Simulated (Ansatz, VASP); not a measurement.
**YbSe4 in VASP and in Ansatz**

```
Yb Se
1.0
     5.33333    0.00000    0.00000
     0.00000    5.33333    0.00000
     0.00000    0.00000    5.33333
Yb Se
1 4
Direct
  0.50000 0.50000 0.50000
  0.00000 0.00000 0.00000
  0.50000 0.50000 0.00000
  0.50000 0.00000 0.50000
  0.00000 0.50000 0.50000
```

Change from the starting cell: species swapped into the Ni4N type (Pm-3m, No. 221).

Alike in both runs: functional PBE; k mesh 8 × 8 × 8; occupations gaussian, width 0.1 eV; no spin polarisation.

Ansatz relaxed the structure, and its values are those at the end. VASP's run is a single point on that final structure, the one shown.

|  | VASP | Ansatz |
| --- | --- | --- |
| version | VASP 6.6.1 | Ansatz 0.2.0 |
| potentials or method | VASP PAW PBE potentials, release 64 (Yb, Se), cutoff 520 eV | scalar-relativistic, plane waves, PAW |
| valence electrons in the cell | 48 | 88 |

```csv
,VASP,Ansatz,Ansatz less VASP
gap on the k mesh at the Fermi level (eV),none,none,-
pressure (GPa),0.4,0.0,-0.40
```

A gap of «none» marks a metal or a gap that the smearing closes. VASP's potentials hold 48 valence electrons a cell and Ansatz's 88, so a difference there can come from the potentials and not from the codes.

Spin-orbit coupling is off throughout.
